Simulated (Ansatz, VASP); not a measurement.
In in VASP and in Ansatz

```
CELL_PARAMETERS angstrom
-1.65054 1.65054 2.47395
1.65054 -1.65054 2.47395
1.65054 1.65054 -2.47395
ATOMIC_POSITIONS crystal
In 0.00000 0.00000 0.00000
```

Change from the starting cell: strain +0.015 along x and y, +0.000 along z, atoms carried along.

Alike in both runs: task single point; functional PBE; k mesh 20 × 20 × 20; occupations gaussian, width 0.15 eV; no spin polarisation.

```csv
,VASP,Ansatz
version,VASP 6.6.1,Ansatz 0.2.0
potentials or method,"VASP PAW PBE potentials, release 64 (In_d), cutoff 520 eV","scalar-relativistic, plane waves, PAW"
valence electrons in the cell,13,13
```

Ansatz gave:

* gap on the k mesh at the Fermi level (eV): none
* pressure (GPa): 0.8
* traceless stress, the component that is largest in VASP (GPa): -0.08

**Question.** What did VASP give for the same quantities?

**Answer.** gap on the k mesh at the Fermi level (eV): none; pressure (GPa): 0.7; traceless stress, the component that is largest in VASP (GPa): -0.08.

A gap of «none» marks a metal or a gap that the smearing closes. With one functional, cell and mesh, what is left measures potentials, basis and numerics.
